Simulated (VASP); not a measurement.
# Cs (P6/mmm) in VASP: a series of runs

The runs below take Cs through single point, with r2SCAN.

Everything below comes from runs of VASP 6.6.1. Logs are shortened: lines on timing, memory, paths and dates and some standing lists are left out, and cuts for length are marked.

## 1. The cell of the first run

The structure is hexagonal, space group P6/mmm (No. 191). The conventional cell has a = 8.839 Å, b = 8.839 Å, c = 5.282 Å, α = 90.00°, β = 90.00°, γ = 120.00°.

This isn't the form of Cs at room conditions, which is bcc.

## 2. Single point, r2SCAN (119.15 Å³/atom)

The input, POSCAR:

```
Cs
1.0
    8.8392528322      0.0000000000      0.0000000000
   -4.4196264161      7.6550175032      0.0000000000
    0.0000000000      0.0000000000      5.2824513830
Cs
3
Direct
    1.0000000000      1.0000000000      0.0000000000
    0.3333333333      0.6666666667      0.5000000000
    0.6666666667      0.3333333333      0.5000000000
```

The input, INCAR.step1:

```
SYSTEM = Cs
ALGO = Normal
EDIFF = 1E-4
ENCUT = 520
GGA = PE
ISMEAR = -1
LASPH = .True.
LCHARG = .False.
LREAL = .False.
LWAVE = .True.
NBANDS = 20
NELM = 100
PREC = Accurate
SIGMA = 0.1
```

The input, INCAR.step2:

```
SYSTEM = Cs
ALGO = Normal
EDIFF = 1E-6
ENCUT = 520
ISIF = 2
ISMEAR = -1
ISTART = 1
LASPH = .True.
LCHARG = .False.
LMIXTAU = .True.
LREAL = .False.
LWAVE = .False.
METAGGA = R2SCAN
NBANDS = 20
NELM = 100
PREC = Accurate
SIGMA = 0.1
```

The input, KPOINTS:

```
k-points
0
Gamma
  5 5 7
  0 0 0
```

Potentials or basis: VASP PAW PBE potentials, release 64 (Cs_sv).

The run is started by

```sh
$ cat potpaw_PBE.64/Cs_sv/POTCAR > POTCAR
$ cp INCAR.step1 INCAR
$ mpirun -np 1 vasp_std > vasp.out
$ cp INCAR.step2 INCAR
$ mpirun -np 1 vasp_std > vasp.out
```

OUTCAR:

```text
SYSTEM = Cs
   EDIFF = 1E-6
   ENCUT = 520
   ISIF = 2
   ISMEAR = -1
   ISTART = 1
   LASPH = .True.
   LREAL = .False.
   METAGGA = R2SCAN
   NELM = 100
   PREC = Accurate

 ion  position               nearest neighbor table
   1  0.000  0.000  0.000-
   2  0.333  0.667  0.500-
   3  0.667  0.333  0.500-

  LATTYP: Found a hexagonal cell.
 ALAT       =     8.8392528322
 C/A-ratio  =     0.5976128846

  Lattice vectors:

 A1 = (   8.8392528322,   0.0000000000,   0.0000000000)
 A2 = (  -4.4196264161,   7.6550175032,   0.0000000000)
 A3 = (   0.0000000000,   0.0000000000,   5.2824513830)

Analysis of symmetry for initial positions (statically):
=====================================================================
 Subroutine PRICEL returns:
 Original cell was already a primitive cell.

 Routine SETGRP: Setting up the symmetry group for a
 hexagonal supercell.

 Subroutine GETGRP returns: Found 24 space group operations
 (whereof 24 operations were pure point group operations)
 out of a pool of 24 trial point group operations.

The static configuration has the point symmetry D_6h.

Analysis of symmetry for dynamics (positions and initial velocities):
=====================================================================
 Subroutine PRICEL returns:
 Original cell was already a primitive cell.

 Routine SETGRP: Setting up the symmetry group for a
 hexagonal supercell.

 Subroutine GETGRP returns: Found 24 space group operations
 (whereof 24 operations were pure point group operations)
 out of a pool of 24 trial point group operations.

The dynamic configuration has the point symmetry D_6h.

 Subroutine INISYM returns: Found 24 space group operations
 (whereof 24 operations are pure point group operations),
 and found     1 'primitive' translations

----------------------------------------------------------------------------------------

                                     Primitive cell

  volume of cell :     357.4351

  direct lattice vectors                    reciprocal lattice vectors
     8.839252832  0.000000000  0.000000000     0.113131734  0.065316637  0.000000000
    -4.419626416  7.655017503  0.000000000     0.000000000  0.130633274  0.000000000
     0.000000000  0.000000000  5.282451383     0.000000000  0.000000000  0.189306049

  length of vectors
     8.839252832  8.839252832  5.282451383     0.130633274  0.130633274  0.189306049

  position of ions in fractional coordinates (direct lattice)
     0.000000000  0.000000000  0.000000000
     0.333333333  0.666666667  0.500000000
     0.666666667  0.333333333  0.500000000

  ion indices of the primitive-cell ions
   primitive index   ion index
                 1           1
                 2           2
                 3           3

----------------------------------------------------------------------------------------

 KPOINTS: k-points

Automatic generation of k-mesh.
 Grid dimensions read from file:
 generate k-points for:    5    5    7

 Generating k-lattice:

  Cartesian coordinates                     Fractional coordinates (reciprocal lattice)
     0.022626347  0.013063327  0.000000000     0.200000000  0.000000000  0.000000000
     0.000000000  0.026126655  0.000000000     0.000000000  0.200000000  0.000000000
     0.000000000  0.000000000  0.027043721     0.000000000  0.000000000  0.142857143

  Length of vectors
     0.026126655  0.026126655  0.027043721

  Shift w.r.t. Gamma in fractional coordinates (k-lattice)
     0.000000000  0.000000000  0.000000000

 Subroutine IBZKPT returns following result:
 ===========================================

 Found     20 irreducible k-points:

 Following reciprocal coordinates:
            Coordinates               Weight
  0.000000  0.000000  0.000000      1.000000
  0.200000  0.000000  0.000000      6.000000
  0.400000 -0.000000  0.000000      6.000000
  0.200000  0.200000  0.000000      6.000000
  0.400000  0.200000  0.000000      6.000000
  0.000000  0.000000  0.142857      2.000000
[... 12 lines left out ...]
  0.200000  0.200000  0.428571     12.000000
  0.400000  0.200000  0.428571     12.000000
   k-points           NKPTS =     20   k-points in BZ     NKDIM =     20   number of bands    NBANDS=     20
   number of dos      NEDOS =    301   number of ions     NIONS =      3
   total plane-waves  NPLWV = 196000
   dimension x,y,z NGX =    70 NGY =   70 NGZ =   40
   dimension x,y,z NGXF=   140 NGYF=  140 NGZF=   80
   ions per type =               3
   NGX,Y,Z   is equivalent  to a cutoff of  13.17, 13.17, 12.59 a.u.
   NGXF,Y,Z  is equivalent  to a cutoff of  26.33, 26.33, 25.18 a.u.
 SYSTEM =  Cs
   PREC   = accura    normal or accurate (medium, high low for compatibility)
   ISTART =      1    job   : 0-new  1-cont  2-samecut
   ICHARG =      0    charge: 1-file 2-atom 10-const
   ISPIN  =      1    spin polarized calculation?
   LNONCOLLINEAR =      F non collinear calculations
   LSORBIT =      F    spin-orbit coupling
   LASPH  =      T    aspherical Exc in radial PAW
   ENCUT  =  520.0 eV  38.22 Ry    6.18 a.u.  16.44 16.44  9.82*2*pi/ulx,y,z
   NELM   =    100;   NELMIN=  2; NELMDL=  0     # of ELM steps
   EDIFF  = 0.1E-05   stopping-criterion for ELM
   LREAL  =      F    real-space projection
[... 7 lines left out ...]
   TEBEG  =    0.0;   TEEND  =   0.0 temperature during run
   PSTRESS=    0.0 pullay stress
   NELECT =      27.0000    total number of electrons
   NUPDOWN=      -1.0000    fix difference up-down
   EMIN   =  10.00;   EMAX   =-10.00  energy-range for DOS
   EFERMI =   0.00;   METHOD = LEGACY
   ISMEAR =    -1;   SIGMA  =   0.10  broadening in eV -4-tet -1-fermi 0-gaus
   EFERMI_NEDOS =   21; number of points for ismear=-14 and -15
   IALGO  =     38    algorithm
   IMIX   =      4    mixing-type and parameters
     AMIX     =   0.40;   BMIX     =  1.00
     AMIX_MAG =   1.60;   BMIX_MAG =  1.00
  volume/ion in A,a.u.               =     119.15       804.03
  Fermi-wavevector in a.u.,A,eV,Ry     =   0.692039  1.307763  6.516068  0.478917
  Thomas-Fermi vector in A             =   1.773859
   LORBIT       =      0    0 simple, 1 ext, 2 COOP (PROOUT), +10 PAW based schemes
   METAGGA = R2SCAN    functional components
   LHFCALC =     F    Hartree Fock is set to
   AEXX    =    0.0000 exact exchange contribution
   IVDW    =     0    specifies the selected vdW correction
   LEPSILON=     F    determine dielectric tensor
   LRPA    =     F    only Hartree local field effects (RPA)
 non-spin polarized calculation
  energy-cutoff  :      520.00
  volume of cell :      357.44
 maximum number of plane-waves:      9668
 NGX is ok and might be reduce to    70
   NGX = 33   NGY = 33   NGZ = 19

 number of electron      26.9999998 magnetization

 Free energy of the ion-electron system (eV)
  ---------------------------------------------------
  ext. energy  EPLUGINS =         0.00000000
  ---------------------------------------------------
  free energy    TOTEN  =       -75.08922814 eV

  energy without entropy =      -74.97905349  energy(sigma->0) =      -75.03414082

 E-fermi :   0.4526     XC(G=0):  -5.5437

 val. band max:        0.4202679246   @ k =   0.2000   0.2000   0.1429
 cond. band min:       0.4527389673   @ k =   0.2000   0.2000   0.1429
 fundamental gap:      0.0324710428
 Fermi energy:         0.4526225670

 k-point     1 :       0.0000    0.0000    0.0000
  band No.  band energies     occupation
      1     -24.4121      2.00000
      2     -24.4040      2.00000
      3     -24.2812      2.00000
      4     -10.8890      2.00000
      5     -10.8890      2.00000
      6     -10.8096      2.00000
[... 12 lines left out ...]
     19       1.7150      0.00001
     20       2.9446      0.00000

 k-point     2 :       0.2000    0.0000    0.0000
  band No.  band energies     occupation
      1     -24.4114      2.00000
      2     -24.4046      2.00000
      3     -24.2812      2.00000
      4     -10.8947      2.00000
      5     -10.8854      2.00000
      6     -10.8090      2.00000
[... 12 lines left out ...]
     19       2.1961      0.00000
     20       2.9363      0.00000

 k-point     3 :       0.4000   -0.0000    0.0000
  band No.  band energies     occupation
      1     -24.4098      2.00000
      2     -24.4062      2.00000
      3     -24.2812      2.00000
      4     -10.9026      2.00000
      5     -10.8721      2.00000
      6     -10.8201      2.00000
[... 12 lines left out ...]
     19       2.4619      0.00000
     20       2.4621      0.00000

 k-point     4 :       0.2000    0.2000    0.0000
  band No.  band energies     occupation
      1     -24.4102      2.00000
      2     -24.4058      2.00000
      3     -24.2812      2.00000
      4     -10.8994      2.00000
      5     -10.8769      2.00000
      6     -10.8187      2.00000
[... 12 lines left out ...]
     19       2.4634      0.00000
     20       2.5889      0.00000

 k-point     5 :       0.4000    0.2000    0.0000
  band No.  band energies     occupation
      1     -24.4088      2.00000
      2     -24.4072      2.00000
      3     -24.2812      2.00000
      4     -10.9017      2.00000
      5     -10.8626      2.00000
      6     -10.8362      2.00000
[... 12 lines left out ...]
     19       2.4133      0.00000
     20       2.4308      0.00000
[... 261 lines left out ...]
      6     -10.8721      2.00000
[... 12 lines left out ...]
     19       2.3667      0.00000
     20       2.5270      0.00000

 k-point    18 :       0.4000   -0.0000    0.4286
  band No.  band energies     occupation
      1     -24.4066      2.00000
      2     -24.4031      2.00000
      3     -24.2780      2.00000
      4     -10.8843      2.00000
      5     -10.8842      2.00000
      6     -10.8693      2.00000
[... 12 lines left out ...]
     19       1.9448      0.00000
     20       2.5617      0.00000

 k-point    19 :       0.2000    0.2000    0.4286
  band No.  band energies     occupation
      1     -24.4070      2.00000
      2     -24.4027      2.00000
      3     -24.2780      2.00000
      4     -10.8877      2.00000
      5     -10.8845      2.00000
      6     -10.8684      2.00000
[... 12 lines left out ...]
     19       2.2194      0.00000
     20       2.4173      0.00000

 k-point    20 :       0.4000    0.2000    0.4286
  band No.  band energies     occupation
      1     -24.4056      2.00000
      2     -24.4040      2.00000
      3     -24.2780      2.00000
      4     -10.8926      2.00000
      5     -10.8809      2.00000
      6     -10.8733      2.00000
[... 12 lines left out ...]
     19       2.1771      0.00000
     20       2.5836      0.00000

------------------------ aborting loop because EDIFF is reached ----------------------------------------

  FORCE on cell =-STRESS in cart. coord.  units (eV):
  Direction    XX          YY          ZZ          XY          YZ          ZX
  --------------------------------------------------------------------------------------
  -------------------------------------------------------------------------------------
  Total        0.1685472      0.1685472      0.1286150      0.0000000      0.0000000      0.0000000
  in kB        0.7555008      0.7555008      0.5765076      0.0000000      0.0000000      0.0000000
  external PRESSURE =       0.6958364 kB  Pullay stress =       0.0000000 kB

 VOLUME and BASIS-vectors are now :
 -----------------------------------------------------------------------------
  energy-cutoff  :      520.00
  volume of cell :      357.44
      direct lattice vectors                 reciprocal lattice vectors
     8.839252832  0.000000000  0.000000000     0.113131734  0.065316637  0.000000000
    -4.419626416  7.655017503  0.000000000     0.000000000  0.130633274  0.000000000
     0.000000000  0.000000000  5.282451383     0.000000000  0.000000000  0.189306049

 POSITION                                       TOTAL-FORCE (eV/Angst)
 -----------------------------------------------------------------------------------
      0.00000      0.00000      0.00000         0.000000      0.000000      0.000000
     -0.00000      5.10335      2.64123         0.000000     -0.000000     -0.000000
      4.41963      2.55167      2.64123        -0.000000      0.000000      0.000000
 -----------------------------------------------------------------------------------
    total drift:                                0.000000     -0.000000     -0.000000

  FREE ENERGIE OF THE ION-ELECTRON SYSTEM (eV)
  ---------------------------------------------------
  free  energy   TOTEN  =       -75.0892281443 eV

  energy  without entropy=      -74.9790534898  energy(sigma->0) =      -75.03414082
```

It took 8 min on 1 thread of Intel Xeon Platinum 8488C (Sapphire Rapids), shared host; peak memory 0.51 GiB.

What came out:

* Free energy: -75.0892 eV
* Pressure: 0.1 GPa
* Band gap on the k mesh: zero (an odd number of electrons rules out a gap without spin polarisation)

Caveat: the PAW data sets were made with another functional, which shifts forces and pressure a little; spin-orbit coupling is left out, which moves the levels of the heavy elements.

(Continued in part 2 of 2.)

The gap in the log of VASP goes by the Fermi energy; the results here count the filled bands.